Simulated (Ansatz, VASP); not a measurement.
## NaHF2 in VASP and in Ansatz

```
Na H F
1.0
     1.67397    0.96647    4.51949
    -1.67397    0.96647    4.51949
     0.00000   -1.93293    4.51949
Na H F
1 1 2
Direct
  0.00000 0.00000 0.00000
  0.50000 0.50000 0.50000
  0.41616 0.41616 0.41616
  0.58384 0.58384 0.58384
```

Alike in both runs: functional LDA; k mesh 8 × 8 × 8; no spin polarisation.

Ansatz relaxed the structure, and its values are those at the end. VASP's run is a single point on that final structure, the one shown.

```csv
,VASP,Ansatz
version,VASP 6.6.1,Ansatz 0.2.0
potentials or method,"VASP PAW LDA potentials, release 64 (Na_pv, H, F)","plane waves, PAW"
plane-wave cutoff (eV),520,420
occupations,"gaussian, width 0.01 eV",fixed
valence electrons in the cell,22,24
```

VASP gave:

```
pressure (GPa)                     : 0.1
rms of the force components (eV/Å) : 0.039
```

Problem. What did Ansatz give for the same quantities?

Solution. Pressure (GPa): 0.0; rms of the force components (eV/Å): 0.000.

LDA's correlation is that of Perdew and Zunger in VASP and of Perdew and Wang (1992) in Ansatz. VASP's potentials hold 22 valence electrons a cell and Ansatz's 24, so a difference there can come from the potentials and not from the codes.
